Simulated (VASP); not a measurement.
# Al5Ni3Pt2 (P4/mmm) in VASP: single point with PBE

Aim: the single point of Al5Ni3Pt2 with PBE.

All numbers are computed with VASP 6.6.1; they aren't measurements. Logs are shortened: lines on timing, memory, paths and dates and some standing lists are left out, and cuts for length are marked.

## Step 1: The cell of the first run

The structure is tetragonal, space group P4/mmm (No. 123). Conventional cell: a = 2.936 Å, b = 2.936 Å, c = 15.289 Å, α = 90.00°, β = 90.00°, γ = 90.00°. Within 3.4 Å of Al (site symmetry 4mm) lie 4 Ni at 2.52 Å and 4 Pt at 2.68 Å and 6 Al at 2.84 to 3.38 Å. Within 3.5 Å of Al (site symmetry 4/mmm) lie 8 Pt at 2.68 Å and 6 Al at 2.94 to 3.38 Å. Al (site symmetry 4mm) has 8 Ni at 2.51 to 2.52 Å and 6 Al at 2.84 to 2.94 Å within 3.3 Å. Within 3.3 Å of Ni (site symmetry 4mm) lie 8 Al at 2.51 to 2.52 Å and 5 Ni at 2.84 to 2.94 Å and 1 Pt at 3.11 Å. Ni (site symmetry 4/mmm) has 8 Al at 2.52 Å and 6 Ni at 2.84 to 2.94 Å within 3.3 Å. Within 3.5 Å of Pt (site symmetry 4mm) lie 8 Al at 2.68 Å and 5 Pt at 2.94 to 3.38 Å and 1 Ni at 3.11 Å.

## Step 2: Single point, PBE

Contents of INCAR:

```
  PREC = Accurate
  ENCUT = 520
  EDIFF = 1E-6
  ISMEAR = 0
  SIGMA = 0.1
  LREAL = False
  LASPH = True
  NELM = 60
  ALGO = Fast
  ISIF = 2
  LWAVE = False
  LCHARG = False
  GGA = PE
  NBANDS = 44
```

Contents of KPOINTS:

```
regular mesh
0
Gamma
  12 12 4
```

Contents of POSCAR:

```
Al5Ni3Pt2
1.0
    2.9359266988      0.0000000000      0.0000000000
    0.0000000000      2.9359266988      0.0000000000
    0.0000000000      0.0000000000     15.2886250314
Al Ni Pt
5 3 2
Direct
    0.0000000000      0.0000000000      0.7789279187
    0.0000000000      0.0000000000      0.0000000000
    0.0000000000      0.0000000000      0.2210720813
    0.0000000000      0.0000000000      0.4067512824
    0.0000000000      0.0000000000      0.5932487176
    0.5000000000      0.5000000000      0.3140314760
    0.5000000000      0.5000000000      0.5000000000
    0.5000000000      0.5000000000      0.6859685240
    0.5000000000      0.5000000000      0.8893695435
    0.5000000000      0.5000000000      0.1106304565
```

Potentials or basis: VASP PAW PBE potentials, release 64 (Al, Ni, Pt).

Run with:

```console
cat potpaw_PBE.64/Al/POTCAR potpaw_PBE.64/Ni/POTCAR potpaw_PBE.64/Pt/POTCAR > POTCAR
mpirun -np 1 vasp_std > vasp.out
```

OUTCAR:

```text
PREC = Accurate
   ENCUT = 520
   EDIFF = 1E-6
   ISMEAR = 0
   LREAL = False
   LASPH = True
   NELM = 60
   ISIF = 2
   GGA = PE

 ion  position               nearest neighbor table
   1  0.000  0.000  0.779-   8 2.52   8 2.52   8 2.52   8 2.52   9 2.68   9 2.68   9 2.68   9 2.68
                             5 2.84
   2  0.000  0.000  0.000-   9 2.68  10 2.68   9 2.68  10 2.68   9 2.68  10 2.68   9 2.68  10 2.68

   3  0.000  0.000  0.221-   6 2.52   6 2.52   6 2.52   6 2.52  10 2.68  10 2.68  10 2.68  10 2.68
                             4 2.84
   4  0.000  0.000  0.407-   6 2.51   6 2.51   6 2.51   6 2.51   7 2.52   7 2.52   7 2.52   7 2.52
                             3 2.84   5 2.85
   5  0.000  0.000  0.593-   8 2.51   8 2.51   8 2.51   8 2.51   7 2.52   7 2.52   7 2.52   7 2.52
                             1 2.84   4 2.85
   6  0.500  0.500  0.314-   4 2.51   4 2.51   4 2.51   4 2.51   3 2.52   3 2.52   3 2.52   3 2.52
                             7 2.84  10 3.11
   7  0.500  0.500  0.500-   4 2.52   5 2.52   4 2.52   5 2.52   4 2.52   5 2.52   4 2.52   5 2.52
                             6 2.84   8 2.84
   8  0.500  0.500  0.686-   5 2.51   5 2.51   5 2.51   5 2.51   1 2.52   1 2.52   1 2.52   1 2.52
                             7 2.84   9 3.11
   9  0.500  0.500  0.889-   1 2.68   1 2.68   1 2.68   1 2.68   2 2.68   2 2.68   2 2.68   2 2.68
                             8 3.11  10 3.38
  10  0.500  0.500  0.111-   3 2.68   3 2.68   3 2.68   3 2.68   2 2.68   2 2.68   2 2.68   2 2.68
                             6 3.11   9 3.38

  LATTYP: Found a simple tetragonal cell.
 ALAT       =     2.9359266988
 C/A-ratio  =     5.2074273645

  Lattice vectors:

 A1 = (   2.9359266988,   0.0000000000,   0.0000000000)
 A2 = (   0.0000000000,   2.9359266988,   0.0000000000)
 A3 = (   0.0000000000,   0.0000000000,  15.2886250314)

Analysis of symmetry for initial positions (statically):
=====================================================================
 Subroutine PRICEL returns:
 Original cell was already a primitive cell.

 Routine SETGRP: Setting up the symmetry group for a
 simple tetragonal supercell.

 Subroutine GETGRP returns: Found 16 space group operations
 (whereof 16 operations were pure point group operations)
 out of a pool of 16 trial point group operations.

The static configuration has the point symmetry D_4h.

Analysis of symmetry for dynamics (positions and initial velocities):
=====================================================================
 Subroutine PRICEL returns:
 Original cell was already a primitive cell.

 Routine SETGRP: Setting up the symmetry group for a
 simple tetragonal supercell.

 Subroutine GETGRP returns: Found 16 space group operations
 (whereof 16 operations were pure point group operations)
 out of a pool of 16 trial point group operations.

The dynamic configuration has the point symmetry D_4h.

 Subroutine INISYM returns: Found 16 space group operations
 (whereof 16 operations are pure point group operations),
 and found     1 'primitive' translations

----------------------------------------------------------------------------------------

                                     Primitive cell

  volume of cell :     131.7828

  direct lattice vectors                    reciprocal lattice vectors
     2.935926699  0.000000000  0.000000000     0.340607959  0.000000000  0.000000000
     0.000000000  2.935926699  0.000000000     0.000000000  0.340607959  0.000000000
     0.000000000  0.000000000 15.288625031     0.000000000  0.000000000  0.065408106

  length of vectors
     2.935926699  2.935926699 15.288625031     0.340607959  0.340607959  0.065408106

  position of ions in fractional coordinates (direct lattice)
     0.000000000  0.000000000  0.778927919
     0.000000000  0.000000000  0.000000000
     0.000000000  0.000000000  0.221072081
     0.000000000  0.000000000  0.406751282
     0.000000000  0.000000000  0.593248718
     0.500000000  0.500000000  0.314031476
     0.500000000  0.500000000  0.500000000
     0.500000000  0.500000000  0.685968524
     0.500000000  0.500000000  0.889369544
     0.500000000  0.500000000  0.110630456

  ion indices of the primitive-cell ions
   primitive index   ion index
                 1           1
                 2           2
                 3           3
                 4           4
                 5           5
                 6           6
                 7           7
                 8           8
                 9           9
                10          10

----------------------------------------------------------------------------------------

 KPOINTS: regular mesh

Automatic generation of k-mesh.
 Grid dimensions read from file:
 generate k-points for:   12   12    4

 Generating k-lattice:

  Cartesian coordinates                     Fractional coordinates (reciprocal lattice)
     0.028383997  0.000000000  0.000000000     0.083333333  0.000000000  0.000000000
     0.000000000  0.028383997  0.000000000     0.000000000  0.083333333  0.000000000
     0.000000000  0.000000000  0.016352026     0.000000000  0.000000000  0.250000000

  Length of vectors
     0.028383997  0.028383997  0.016352026

  Shift w.r.t. Gamma in fractional coordinates (k-lattice)
     0.000000000  0.000000000  0.000000000

 Subroutine IBZKPT returns following result:
 ===========================================

 Found     84 irreducible k-points:

 Following reciprocal coordinates:
            Coordinates               Weight
  0.000000  0.000000  0.000000      1.000000
  0.083333  0.000000  0.000000      4.000000
  0.166667  0.000000  0.000000      4.000000
  0.250000  0.000000  0.000000      4.000000
  0.333333  0.000000  0.000000      4.000000
  0.416667  0.000000  0.000000      4.000000
[... 16 lines left out ...]
  0.333333  0.333333  0.000000      4.000000
  0.416667  0.333333  0.000000      8.000000
 [... further k-points ...]
   k-points           NKPTS =     84   k-points in BZ     NKDIM =     84   number of bands    NBANDS=     44
   number of dos      NEDOS =    301   number of ions     NIONS =     10
   total plane-waves  NPLWV =  69120
   dimension x,y,z NGX =    24 NGY =   24 NGZ =  120
   dimension x,y,z NGXF=    48 NGYF=   48 NGZF=  240
   ions per type =               5   3   2
   NGX,Y,Z   is equivalent  to a cutoff of  13.59, 13.59, 13.05 a.u.
   NGXF,Y,Z  is equivalent  to a cutoff of  27.18, 27.18, 26.10 a.u.
 SYSTEM =  unknown system
   PREC   = accura    normal or accurate (medium, high low for compatibility)
   ISTART =      0    job   : 0-new  1-cont  2-samecut
   ICHARG =      2    charge: 1-file 2-atom 10-const
   ISPIN  =      1    spin polarized calculation?
   LNONCOLLINEAR =      F non collinear calculations
   LSORBIT =      F    spin-orbit coupling
   LASPH  =      T    aspherical Exc in radial PAW
   ENCUT  =  520.0 eV  38.22 Ry    6.18 a.u.   5.46  5.46 28.43*2*pi/ulx,y,z
   NELM   =     60;   NELMIN=  2; NELMDL= -5     # of ELM steps
   EDIFF  = 0.1E-05   stopping-criterion for ELM
   LREAL  =      F    real-space projection
   EDIFFG = 0.1E-04   stopping-criterion for IOM
   NSW    =      0    number of steps for IOM
   IBRION =     -1    ionic relax: 0-MD 1-quasi-New 2-CG
   NFREE  =      0    steps in history (QN), initial steepest desc. (CG)
   ISIF   =      2    stress and relaxation
   ISYM   =      2    0-nonsym 1-usesym 2-fastsym
   POTIM  = 0.5000    time-step for ionic-motion
   TEBEG  =    0.0;   TEEND  =   0.0 temperature during run
   PSTRESS=    0.0 pullay stress
   NELECT =      65.0000    total number of electrons
   NUPDOWN=      -1.0000    fix difference up-down
   EMIN   =  10.00;   EMAX   =-10.00  energy-range for DOS
   EFERMI =   0.00;   METHOD = LEGACY
   ISMEAR =     0;   SIGMA  =   0.10  broadening in eV -4-tet -1-fermi 0-gaus
   EFERMI_NEDOS =   21; number of points for ismear=-14 and -15
   IALGO  =     68    algorithm
   IMIX   =      4    mixing-type and parameters
     AMIX     =   0.40;   BMIX     =  1.00
     AMIX_MAG =   1.60;   BMIX_MAG =  1.00
  volume/ion in A,a.u.               =      13.18        88.93
  Fermi-wavevector in a.u.,A,eV,Ry     =   1.293480  2.444322 22.763773  1.673090
  Thomas-Fermi vector in A             =   2.425123
   LORBIT       =      0    0 simple, 1 ext, 2 COOP (PROOUT), +10 PAW based schemes
   GGA     = PE    functional components
   LHFCALC =     F    Hartree Fock is set to
   AEXX    =    0.0000 exact exchange contribution
   IVDW    =     0    specifies the selected vdW correction
   LEPSILON=     F    determine dielectric tensor
   LRPA    =     F    only Hartree local field effects (RPA)
 non-spin polarized calculation
 RMM-DIIS sequential band-by-band and
 Gauss-broadening in eV      SIGMA  =   0.10
  energy-cutoff  :      520.00
  volume of cell :      131.78
 maximum number of plane-waves:      3593
 NGX is ok and might be reduce to    24
   NGX = 11   NGY = 11   NGZ = 57

 number of electron      64.9999992 magnetization

 Free energy of the ion-electron system (eV)
  ---------------------------------------------------
  ext. energy  EPLUGINS =         0.00000000
  ---------------------------------------------------
  free energy    TOTEN  =       -54.94326189 eV

  energy without entropy =      -54.92371641  energy(sigma->0) =      -54.93348915

 E-fermi :  10.2820     XC(G=0): -12.0346

 val. band max:       10.2701972186   @ k =   0.4167   0.1667   0.5000
 cond. band min:      10.2829592906   @ k =   0.1667   0.0000   0.5000
 fundamental gap:      0.0127620719
 Fermi energy:        10.2820499033

 k-point     1 :       0.0000    0.0000    0.0000
  band No.  band energies     occupation
      1      -1.1362      2.00000
      2      -0.3161      2.00000
      3      -0.2313      2.00000
      4       1.4895      2.00000
      5       1.7572      2.00000
      6       3.9754      2.00000
[... 36 lines left out ...]
     43      18.2412      0.00000
     44      18.3531      0.00000
[... 1040 lines left out ...]
      4       4.2006      2.00000
      5       4.4784      2.00000
      6       4.4817      2.00000
[... 36 lines left out ...]
     43      14.6581      0.00000
     44      15.0372      0.00000

 [... further k-points ...]

------------------------ aborting loop because EDIFF is reached ----------------------------------------

  FORCE on cell =-STRESS in cart. coord.  units (eV):
  Direction    XX          YY          ZZ          XY          YZ          ZX
  --------------------------------------------------------------------------------------
  -------------------------------------------------------------------------------------
  Total       -0.0171443     -0.0171443     -0.0686182      0.0000000      0.0000000      0.0000000
  in kB       -0.2084349     -0.2084349     -0.8342396      0.0000000      0.0000000      0.0000000
  external PRESSURE =      -0.4170365 kB  Pullay stress =       0.0000000 kB

 VOLUME and BASIS-vectors are now :
 -----------------------------------------------------------------------------
  energy-cutoff  :      520.00
  volume of cell :      131.78
      direct lattice vectors                 reciprocal lattice vectors
     2.935926699  0.000000000  0.000000000     0.340607959  0.000000000  0.000000000
     0.000000000  2.935926699  0.000000000     0.000000000  0.340607959  0.000000000
     0.000000000  0.000000000 15.288625031     0.000000000  0.000000000  0.065408106

 POSITION                                       TOTAL-FORCE (eV/Angst)
 -----------------------------------------------------------------------------------
      0.00000      0.00000     11.90874         0.000000      0.000000      0.007142
      0.00000      0.00000      0.00000         0.000000      0.000000     -0.000000
      0.00000      0.00000      3.37989         0.000000      0.000000     -0.007142
      0.00000      0.00000      6.21867         0.000000      0.000000      0.001725
      0.00000      0.00000      9.06996        -0.000000      0.000000     -0.001725
      1.46796      1.46796      4.80111         0.000000      0.000000     -0.004600
      1.46796      1.46796      7.64431         0.000000      0.000000     -0.000000
      1.46796      1.46796     10.48752         0.000000      0.000000      0.004600
      1.46796      1.46796     13.59724         0.000000      0.000000      0.000263
      1.46796      1.46796      1.69139         0.000000     -0.000000     -0.000263
 -----------------------------------------------------------------------------------
    total drift:                                0.000000     -0.000000      0.000000

  FREE ENERGIE OF THE ION-ELECTRON SYSTEM (eV)
  ---------------------------------------------------
  free  energy   TOTEN  =       -54.9432618868 eV

  energy  without entropy=      -54.9237164085  energy(sigma->0) =      -54.93348915
```

It took 12 min on 1 thread of Intel Xeon Platinum 8259CL at 2.50GHz (Skylake/Cascade Lake), shared host; peak memory 0.54 GiB.

Results:

| Quantity | Value |
| --- | --- |
| Free energy | -54.9433 eV |
| Pressure | 0.0 GPa |
| Largest force | 0.007 eV/Å |
| Band gap on the k mesh | zero (an odd number of electrons rules out a gap without spin polarisation) |

Forces in eV/Å, atoms in the order of the input:
```
Al   0.000  0.000  0.007
Al   0.000  0.000  0.000
Al   0.000  0.000 -0.007
Al   0.000  0.000  0.002
Al   0.000  0.000 -0.002
Ni   0.000  0.000 -0.005
Ni   0.000  0.000  0.000
Ni   0.000  0.000  0.005
Pt   0.000  0.000  0.000
Pt   0.000  0.000  0.000
```

Caveat: spin-orbit coupling is left out, which moves the levels of the heavy elements.
